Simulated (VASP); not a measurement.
# Al2O3 (P-6m2) in VASP: further runs, part 2 of 2

VASP 6.6.1. Earlier steps stand in the parts before.

## Step 4: Single point, PBE+D3(BJ) (atoms shifted along a free coordinate)

File INCAR:

```
ALGO = Normal ; EDIFF = 1E-6
ENCUT = 520 ; GGA = PE
ISIF = 2 ; ISMEAR = 0
IVDW = 12 ; LASPH = T
LCHARG = F ; LREAL = F
LWAVE = F ; NBANDS = 20
NELM = 100 ; PREC = Accurate
SIGMA = 0.05
```

File KPOINTS:

```
k-points
0
Gamma
  9 9 4
```

File POSCAR:

```
Al2O3
1.0
    2.8924537055      0.0000000000      0.0000000000
   -1.4462268528      2.5049383882      0.0000000000
    0.0000000000      0.0000000000      7.3605135856
Al O
2 3
Direct
    0.0000000000      0.0000000000      0.1907358529
    0.0000000000      0.0000000000      0.8092641471
    0.3333333333      0.6666666667      0.2635340166
    0.6666666667      0.3333333333      0.0000000000
    0.3333333333      0.6666666667      0.7364659834
```

Potentials or basis: VASP PAW PBE potentials, release 64 (Al, O).

Launch:

```sh
$ cat potpaw_PBE.64/Al/POTCAR potpaw_PBE.64/O/POTCAR > POTCAR
$ mpirun -np 1 vasp_std > vasp.out
```

OUTCAR:

```text
EDIFF = 1E-6
   ENCUT = 520
   GGA = PE
   ISIF = 2
   ISMEAR = 0
   IVDW = 12
   LASPH = T
   LREAL = F
   NELM = 100
   PREC = Accurate
 IVDW          = 12

 ion  position               nearest neighbor table
   1  0.000  0.000  0.191-   3 1.75   3 1.75   3 1.75   4 2.18   4 2.18   4 2.18   2 2.81
   2  0.000  0.000  0.809-   5 1.75   5 1.75   5 1.75   4 2.18   4 2.18   4 2.18   1 2.81
   3  0.333  0.667  0.264-   1 1.75   1 1.75   1 1.75
   4  0.667  0.333  0.000-   1 2.18   2 2.18   1 2.18   2 2.18   1 2.18   2 2.18
   5  0.333  0.667  0.736-   2 1.75   2 1.75   2 1.75

  LATTYP: Found a hexagonal cell.
 ALAT       =     2.8924537055
 C/A-ratio  =     2.5447299542

  Lattice vectors:

 A1 = (   2.8924537055,   0.0000000000,   0.0000000000)
 A2 = (  -1.4462268528,   2.5049383882,   0.0000000000)
 A3 = (   0.0000000000,   0.0000000000,   7.3605135856)

Analysis of symmetry for initial positions (statically):
=====================================================================
 Subroutine PRICEL returns:
 Original cell was already a primitive cell.

[... 176 lines left out ...]
 E-fermi :   4.0138     XC(G=0): -10.0866

 val. band max:        3.7722532475   @ k =   0.1111   0.1111   0.0000
 cond. band min:       8.3895433026   @ k =   0.0000   0.0000   0.0000
 fundamental gap:      4.6172900551
 Fermi energy:         4.0138140621

 k-point     1 :       0.0000    0.0000    0.0000
  band No.  band energies     occupation
      1     -15.4122      2.00000
      2     -14.7160      2.00000
      3     -12.6346      2.00000
      4      -0.9944      2.00000
      5       0.8571      2.00000
      6       1.3362      2.00000
[... 541 lines left out ...]
     19      17.1347      0.00000
     20      17.4279      0.00000

 [... further k-points ...]

------------------------ aborting loop because EDIFF is reached ----------------------------------------

 Edisp (eV)   -0.95037

 E8    (eV) :    -0.3592

  FORCE on cell =-STRESS in cart. coord.  units (eV):
  Direction    XX          YY          ZZ          XY          YZ          ZX
  --------------------------------------------------------------------------------------
  -------------------------------------------------------------------------------------
  Total       2.08346     2.08346     2.21574    -0.00000     0.00000    -0.00000
  in kB      62.59278    62.59278    66.56672    -0.00000     0.00000    -0.00000
  external pressure =       63.92 kB  Pullay stress =        0.00 kB

 VOLUME and BASIS-vectors are now :
 -----------------------------------------------------------------------------
  energy-cutoff  :      520.00
  volume of cell :       53.33
      direct lattice vectors                 reciprocal lattice vectors
     2.892453705  0.000000000  0.000000000     0.345727227  0.199605708  0.000000000
    -1.446226853  2.504938388  0.000000000     0.000000000  0.399211416  0.000000000
     0.000000000  0.000000000  7.360513586     0.000000000  0.000000000  0.135860085

 POSITION                                       TOTAL-FORCE (eV/Angst)
 -----------------------------------------------------------------------------------
      0.00000      0.00000      1.40391        -0.000000     -0.000000     -2.212735
      0.00000      0.00000      5.95660        -0.000000     -0.000000      2.212735
     -0.00000      1.66996      1.93975         0.000000     -0.000000      2.284381
      1.44623      0.83498      0.00000         0.000000      0.000000      0.000000
     -0.00000      1.66996      5.42077         0.000000     -0.000000     -2.284381
 -----------------------------------------------------------------------------------
    total drift:                                0.000000     -0.000000      0.000000

  FREE ENERGIE OF THE ION-ELECTRON SYSTEM (eV)
  ---------------------------------------------------
  free  energy   TOTEN  =       -37.0013603490 eV

  energy  without entropy=      -37.0013603490  energy(sigma->0) =      -37.00136035
```

OSZICAR:

```text
N       E                     dE             d eps       ncg     rms          rms(c)
DAV:   1     0.103568253750E+03    0.10357E+03   -0.12700E+04  1440   0.110E+03
DAV:   2    -0.347107743960E+02   -0.13828E+03   -0.13429E+03  1724   0.250E+02
DAV:   3    -0.410011900654E+02   -0.62904E+01   -0.62713E+01  1932   0.544E+01
DAV:   4    -0.410487270685E+02   -0.47537E-01   -0.47530E-01  1748   0.517E+00
DAV:   5    -0.410494459984E+02   -0.71893E-03   -0.71892E-03  1804   0.620E-01    0.134E+01
DAV:   6    -0.361093579434E+02    0.49401E+01   -0.16071E+01  1584   0.275E+01    0.472E+00
DAV:   7    -0.360674347583E+02    0.41923E-01   -0.38054E-01  1692   0.417E+00    0.250E+00
DAV:   8    -0.360454497068E+02    0.21985E-01   -0.59495E-02  1852   0.240E+00    0.829E-01
DAV:   9    -0.360489379593E+02   -0.34883E-02   -0.24742E-02  1668   0.127E+00    0.215E-01
DAV:  10    -0.360504571854E+02   -0.15192E-02   -0.17832E-03  1528   0.283E-01    0.112E-01
DAV:  11    -0.360509530424E+02   -0.49586E-03   -0.69259E-04  1556   0.240E-01    0.202E-02
DAV:  12    -0.360509848093E+02   -0.31767E-04   -0.87865E-05  1732   0.680E-02    0.121E-02
DAV:  13    -0.360509928507E+02   -0.80414E-05   -0.23874E-05  1536   0.377E-02    0.721E-03
DAV:  14    -0.360509920782E+02    0.77255E-06   -0.31939E-06  1928   0.172E-02
   1 F= -.37001360E+02 E0= -.37001360E+02  d E =-.381554E-13
```

It took 51 s on 1 thread of Intel Xeon 8259CL, shared host; peak memory 0.2 GiB.

What came out:

| Quantity | Value |
| --- | --- |
| Free energy | -37.0014 eV |
| Pressure | 6.4 GPa |
| Largest force | 2.284 eV/Å |
| Band gap on the k mesh | 4.62 eV (least direct gap 4.85 eV) |
| Dispersion energy per atom | -0.190 eV |

Forces in eV/Å, atoms in the order of the input:
```
Al   0.000  0.000 -2.213
Al   0.000  0.000  2.213
O    0.000  0.000  2.284
O    0.000  0.000  0.000
O    0.000  0.000 -2.284
```

Caveat: the cell differs from its parent crystal (atoms shifted along a free coordinate); the cell stands under pressure; an odd mesh through Γ misses points on the zone boundary, where band edges can lie; forces of over 1 eV/Å act on the atoms, so gaps and moduli don't describe the material at rest.

## Step 5: Single point, PBE+D3(BJ) (atoms shifted along a free coordinate)

File INCAR:

```
SYSTEM = Al2O3
  ALGO = Normal
  EDIFF = 1E-6
  ENCUT = 520
  GGA = PE
  ISIF = 2
  ISMEAR = 0
  IVDW = 12
  LASPH = .TRUE.
  LCHARG = .FALSE.
  LREAL = .FALSE.
  LWAVE = .FALSE.
  NBANDS = 20
  NELM = 100
  PREC = Accurate
  SIGMA = 0.05
```

File KPOINTS:

```
k-points
0
G
  9 9 4
  0 0 0
```

POSCAR, as its differences from that of step 4:

```diff
@@ -10,4 +10,4 @@
     0.0000000000      0.0000000000      0.8092641471
-    0.3333333333      0.6666666667      0.2635340166
+    0.3333333333      0.6666666667      0.2909453217
     0.6666666667      0.3333333333      0.0000000000
-    0.3333333333      0.6666666667      0.7364659834
+    0.3333333333      0.6666666667      0.7090546783
```

Potentials or basis: VASP PAW PBE potentials, release 64 (Al, O).

Launch:

```sh
$ cat potpaw_PBE.64/Al/POTCAR potpaw_PBE.64/O/POTCAR > POTCAR
$ mpirun -np 1 vasp_std > vasp.out
```

OUTCAR:

```text
SYSTEM = Al2O3
   EDIFF = 1E-6
   ENCUT = 520
   GGA = PE
   ISIF = 2
   ISMEAR = 0
   IVDW = 12
   LASPH = .TRUE.
   LREAL = .FALSE.
   NELM = 100
   PREC = Accurate
 IVDW          = 12

 ion  position               nearest neighbor table
   1  0.000  0.000  0.191-   3 1.83   3 1.83   3 1.83   4 2.18   4 2.18   4 2.18   2 2.81
   2  0.000  0.000  0.809-   5 1.83   5 1.83   5 1.83   4 2.18   4 2.18   4 2.18   1 2.81
   3  0.333  0.667  0.291-   1 1.83   1 1.83   1 1.83
   4  0.667  0.333  0.000-   1 2.18   2 2.18   1 2.18   2 2.18   1 2.18   2 2.18
   5  0.333  0.667  0.709-   2 1.83   2 1.83   2 1.83

  LATTYP: Found a hexagonal cell.
 ALAT       =     2.8924537055
 C/A-ratio  =     2.5447299542

  Lattice vectors:

 A1 = (   2.8924537055,   0.0000000000,   0.0000000000)
 A2 = (  -1.4462268528,   2.5049383882,   0.0000000000)
 A3 = (   0.0000000000,   0.0000000000,   7.3605135856)

Analysis of symmetry for initial positions (statically):
=====================================================================
 Subroutine PRICEL returns:
[... 177 lines left out ...]

 E-fermi :   3.7705     XC(G=0): -10.2491

 val. band max:        3.5499104466   @ k =   0.1111   0.0000   0.0000
 cond. band min:       7.6385877378   @ k =   0.0000   0.0000   0.0000
 fundamental gap:      4.0886772912
 Fermi energy:         3.7705386024

 k-point     1 :       0.0000    0.0000    0.0000
  band No.  band energies     occupation
      1     -15.3221      2.00000
      2     -14.0468      2.00000
      3     -13.2343      2.00000
      4      -1.7254      2.00000
      5       0.9513      2.00000
      6       1.9796      2.00000
[... 541 lines left out ...]
     19      15.9464      0.00000
     20      17.1346      0.00000

 [... further k-points ...]

------------------------ aborting loop because EDIFF is reached ----------------------------------------

 Edisp (eV)   -0.94484

 E8    (eV) :    -0.3570

  FORCE on cell =-STRESS in cart. coord.  units (eV):
  Direction    XX          YY          ZZ          XY          YZ          ZX
  --------------------------------------------------------------------------------------
  -------------------------------------------------------------------------------------
  Total      -2.68433    -2.68433    -2.42876     0.00000     0.00000     0.00000
  in kB     -80.64449   -80.64449   -72.96650     0.00000     0.00000     0.00000
  external pressure =      -78.09 kB  Pullay stress =        0.00 kB

 VOLUME and BASIS-vectors are now :
 -----------------------------------------------------------------------------
  energy-cutoff  :      520.00
  volume of cell :       53.33
      direct lattice vectors                 reciprocal lattice vectors
     2.892453705  0.000000000  0.000000000     0.345727227  0.199605708  0.000000000
    -1.446226853  2.504938388  0.000000000     0.000000000  0.399211416  0.000000000
     0.000000000  0.000000000  7.360513586     0.000000000  0.000000000  0.135860085

 POSITION                                       TOTAL-FORCE (eV/Angst)
 -----------------------------------------------------------------------------------
      0.00000      0.00000      1.40391        -0.000000     -0.000000      0.902097
      0.00000      0.00000      5.95660        -0.000000     -0.000000     -0.902097
     -0.00000      1.66996      2.14151         0.000000      0.000000     -1.177942
      1.44623      0.83498      0.00000         0.000000     -0.000000      0.000000
     -0.00000      1.66996      5.21901        -0.000000     -0.000000      1.177942
 -----------------------------------------------------------------------------------
    total drift:                                0.000000     -0.000000      0.000000

  FREE ENERGIE OF THE ION-ELECTRON SYSTEM (eV)
  ---------------------------------------------------
  free  energy   TOTEN  =       -37.2215280469 eV

  energy  without entropy=      -37.2215280469  energy(sigma->0) =      -37.22152805
```

stdout:

```text
POSCAR found type information on POSCAR AlO
 POSCAR found :  2 types and       5 ions
 scaLAPACK will be used
 LDA part: xc-table for (Slater+PW92), standard interpolation
 POSCAR, INCAR and KPOINTS ok, starting setup
 FFT: planning ... GRIDC
 FFT: planning ... GRID_SOFT
 FFT: planning ... GRID
 WAVECAR not read
 entering main loop
```

Wall time 52 s (1 thread of Intel Xeon 8259CL, shared host); peak memory 0.2 GiB.

Results:

```yaml
Free_energy: -37.2215 eV
Pressure: -7.8 GPa
Largest_force: 1.178 eV/Å
Band_gap_on_the_k_mesh: 4.09 eV (least direct gap 4.17 eV)
Dispersion_energy_per_atom: -0.189 eV
```

Forces in eV/Å, atoms in the order of the input:
```
Al   0.000  0.000  0.902
Al   0.000  0.000 -0.902
O    0.000  0.000 -1.178
O    0.000  0.000  0.000
O    0.000  0.000  1.178
```

Stress tensor (GPa, compression positive):
```
-8.06  0.00  0.00
 0.00 -8.06  0.00
 0.00  0.00 -7.30
```

Caveat: the cell differs from its parent crystal (atoms shifted along a free coordinate); the cell stands under tension; an odd mesh through Γ misses points on the zone boundary, where band edges can lie; forces of over 1 eV/Å act on the atoms, so gaps and moduli don't describe the material at rest.

## Step 6: Summary

```tsv
cell	gap on the mesh (eV)	pressure (GPa)	largest force (eV/Å)
a = 2.867, b = 2.867, c = 7.296 Å, angles 90.0, 90.0, 120.0°, 5 atoms, atomic positions A	4.31	-3.4	0.91
a = 2.867, b = 2.867, c = 7.296 Å, angles 90.0, 90.0, 120.0°, 5 atoms, atomic positions B	4.03	-6.6	1.77
a = 2.892, b = 2.892, c = 7.361 Å, angles 90.0, 90.0, 120.0°, 5 atoms, atomic positions C	4.62	6.4	2.28
a = 2.892, b = 2.892, c = 7.361 Å, angles 90.0, 90.0, 120.0°, 5 atoms, atomic positions A	4.09	-7.8	1.18
```

Alike in all rows: task single point; level PBE+D3(BJ); potentials or basis VASP PAW PBE potentials, release 64 (Al, O); no spin polarisation; k mesh 9 × 9 × 4; cutoff (eV) 520; smearing gaussian 0.05 eV.

Caveats: an odd mesh through Γ misses points on the zone boundary, where band edges can lie; the cell stands under tension (at least some runs); forces of over 1 eV/Å act on the atoms, so gaps and moduli don't describe the material at rest (at least some runs); the cell stands under pressure (at least some runs).

Absolute energies hang on the potentials; compare differences alone.
